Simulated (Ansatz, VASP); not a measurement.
## Hf in VASP and in Ansatz

INCAR

```
SYSTEM = Hf
PREC     = Accurate       ! precision mode
ENCUT    = 520            ! plane-wave cutoff, eV
EDIFF    = 1E-7           ! SCF threshold, eV
ISMEAR   = 0              ! smearing method
SIGMA    = 0.15           ! smearing width, eV
LREAL    = .FALSE.        ! projectors in reciprocal space
LASPH    = .TRUE.         ! aspherical terms in the spheres
NELM     = 60             ! most SCF steps
ALGO     = Normal         ! electronic algorithm
ISIF     = 2              ! what is computed and relaxed
LWAVE    = .FALSE.        ! write WAVECAR
LCHARG   = .FALSE.        ! write CHGCAR
GGA      = PS             ! functional
NBANDS   = 11             ! bands
```

The input KPOINTS:

```
regular mesh
0
G
  18 18 18
  0 0 0
```

POSCAR

```
Hf
1.0
   -1.8320750000      1.8320750000      1.8320750000
    1.8320750000     -1.8320750000      1.8320750000
    1.8320750000      1.8320750000     -1.8320750000
Hf
1
Direct
    0.0000000000      0.0000000000      0.0000000000
```

Input for Ansatz:

```yaml
crystal:
  lattice:
    - [-1.832075, 1.832075, 1.832075]
    - [1.832075, -1.832075, 1.832075]
    - [1.832075, 1.832075, -1.832075]
  atoms:
    - { symbol: Hf, position: [0.0, 0.0, 0.0] }
basis:
  ecutwfc: 420
kpoints:
  mp_grid: { grid: [18, 18, 18] }
hamiltonian:
  xc: pbesol
scf:
  occupations: { method: gaussian, width: 0.15 }
output:
  forces: true
  stress: true
  eigenvalues: true
```

Change from the starting cell: strain +0.015 along x and y, +0.015 along z, atoms carried along.

Alike in both runs: task single point; functional PBEsol; k mesh 18 × 18 × 18; occupations gaussian, width 0.15 eV; no spin polarisation.

|  | VASP | Ansatz |
| --- | --- | --- |
| version | VASP 6.6.1 | Ansatz 0.2.0 |
| potentials or method | VASP PAW PBE potentials, release 64 (Hf_pv), cutoff 520 eV | scalar-relativistic, plane waves, PAW |
| valence electrons in the cell | 10 | 26 |

VASP gave:

* gap on the k mesh at the Fermi level (eV): none
* pressure (GPa): -12.4

Estimate Ansatz's values.

gap on the k mesh at the Fermi level (eV): none; pressure (GPa): -12.1.

VASP's potentials were made for PBE, not for PBEsol. A gap of «none» marks a metal or a gap that the smearing closes. VASP's potentials hold 10 valence electrons a cell and Ansatz's 26, so a difference there can come from the potentials and not from the codes.

Spin-orbit coupling is off throughout.
